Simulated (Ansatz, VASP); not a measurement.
## One calculation of Tc, two programs

File INCAR:

```
SYSTEM = Tc
ALGO = Normal ; EDIFF = 1E-8
ENCUT = 520 ; ISIF = 2
ISMEAR = -1 ; LASPH = .TRUE.
LCHARG = .FALSE. ; LEFG = .TRUE.
LREAL = .FALSE. ; LWAVE = .FALSE.
NBANDS = 20 ; NELM = 100
PREC = Accurate ; SIGMA = 0.08
```

File KPOINTS:

```
k-points
0
G
  17 17 9
  0 0 0
```

The input POSCAR:

```
Tc
1.0
    2.7400001704      0.0000000000      0.0000000000
   -1.3700000852      2.3729097540      0.0000000000
    0.0000000000      0.0000000000      4.3980000000
Tc
2
Direct
    0.3333333333      0.6666666667      0.2500000000
    0.6666666667      0.3333333333      0.7500000000
```

Input for Ansatz:

```yaml
crystal:
  lattice:
    - [2.7400001704, 0.0, 0.0]
    - [-1.3700000852, 2.372909754, 0.0]
    - [0.0, 0.0, 4.398]
  atoms:
    - { symbol: Tc, position: [0.3333333333, 0.6666666667, 0.25] }
    - { symbol: Tc, position: [0.6666666667, 0.3333333333, 0.75] }
kpoints:
  mp_grid: { grid: [17, 17, 9] }
  band_path:
    path:
      - [0.0, 0.0, 0.0]
      - [0.5, 0.0, 0.0]
      - [0.3333333333, 0.3333333333, 0.0]
      - [0.0, 0.0, 0.0]
      - [0.0, 0.0, 0.5]
      - [0.5, 0.0, 0.5]
      - [0.3333333333, 0.3333333333, 0.5]
      - [0.0, 0.0, 0.5]
      - [0.5, 0.0, 0.5]
    npoints: 8
scf:
  occupations: { method: fermi_dirac, width: 0.08 }
hamiltonian:
  xc: lda
  pseudopotentials: { kind: all_electron, datasets: crystal }
output:
  forces: true
  stress: true
  eigenvalues: true
  efg: { contact_densities: true }
```

Alike in both runs: task electric field gradients; functional LDA; k mesh 17 × 17 × 9; occupations fermi-dirac, width 0.08 eV; no spin polarisation.

|  | VASP | Ansatz |
| --- | --- | --- |
| version | VASP 6.6.1 | Ansatz 0.2.0 |
| potentials or method | VASP PAW LDA potentials, release 64 (Tc_pv), cutoff 520 eV | all-electron PAW with datasets made for the crystal, scalar-relativistic |

```tsv
	VASP	Ansatz	Ansatz less VASP
pressure (GPa)	-11.6	-11.7	-0.04
traceless stress, the component that is largest in VASP (GPa)	-1.15	-1.13	+0.022
size of Vzz on the site where it differs most (V/Å²)	16.5	16.4	-0.04
```

LDA's correlation is that of Perdew and Zunger in VASP and of Perdew and Wang (1992) in Ansatz. Ansatz ran all-electron here, and VASP with PAW potentials.
